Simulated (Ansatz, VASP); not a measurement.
# Two plane-wave programs on LiF

```
CELL_PARAMETERS angstrom
3.07056 0.00000 0.00000
-1.53528 2.65918 0.00000
0.00000 0.00000 4.39182
ATOMIC_POSITIONS crystal
Li 0.33333 0.66667 0.38398
Li 0.66667 0.33333 0.88398
F 0.33333 0.66667 0.99102
F 0.66667 0.33333 0.49102
```

Alike in both runs: task single point; functional LDA; k mesh 9 × 9 × 6; occupations gaussian, width 0.05 eV; no spin polarisation.

```csv
,VASP,Ansatz
version,VASP 6.6.1,Ansatz 0.2.0
potentials or method,"VASP PAW LDA potentials, release 64 (Li_sv, F), cutoff 520 eV","scalar-relativistic, plane waves, PAW"
valence electrons in the cell,20,20
```

Ansatz gave:

- gap on the k mesh at the Fermi level (eV): 7.93
- least direct gap on the mesh (eV): 7.93
- rms of the force components (eV/Å): 0.279

Which values does VASP return?

gap on the k mesh at the Fermi level (eV): 7.92; least direct gap on the mesh (eV): 7.92; rms of the force components (eV/Å): 0.285.

LDA's correlation is that of Perdew and Zunger in VASP and of Perdew and Wang (1992) in Ansatz. Atom by atom the forces differ by 0.006 eV/Å (rms over components).

Noted on VASP's run: the cutoff is under 1.25 times that of the potentials, so the pressure is a little rough.
